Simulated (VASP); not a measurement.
A run of VASP 6.6.1:

The input INCAR:

```
PREC = Accurate
ENCUT = 520
EDIFF = 1E-6
ISMEAR = 0
SIGMA = 0.05
LREAL = F
LASPH = T
NELM = 100
ALGO = Normal
ISIF = 2
LWAVE = F
LCHARG = F
GGA = PE
NBANDS = 10
```

The input KPOINTS:

```
regular mesh
0
Gamma
  22 22 22
```

POSCAR

```
Fe
1.0
   -1.4430000000      1.4430000000      1.4430000000
    1.4430000000     -1.4430000000      1.4430000000
    1.4430000000      1.4430000000     -1.4430000000
Fe
1
Direct
    0.0000000000      0.0000000000      0.0000000000
```

Potentials or basis: VASP PAW PBE potentials, release 64 (Fe).

Run with:

```sh
$ cat potpaw_PBE.64/Fe/POTCAR > POTCAR
$ mpirun -np 1 vasp_std > vasp.out
```

Hardware: 1 thread of AMD EPYC 7R13 Processor (Zen 3), with other jobs on the host.

Q: How long does it take, and how much memory?

A: Run time: 27 s on 1 thread of AMD EPYC 7R13 Processor (Zen 3), with other jobs on the host, peak memory 0.13 GiB. Counts: scf iterations 12, k points 328.
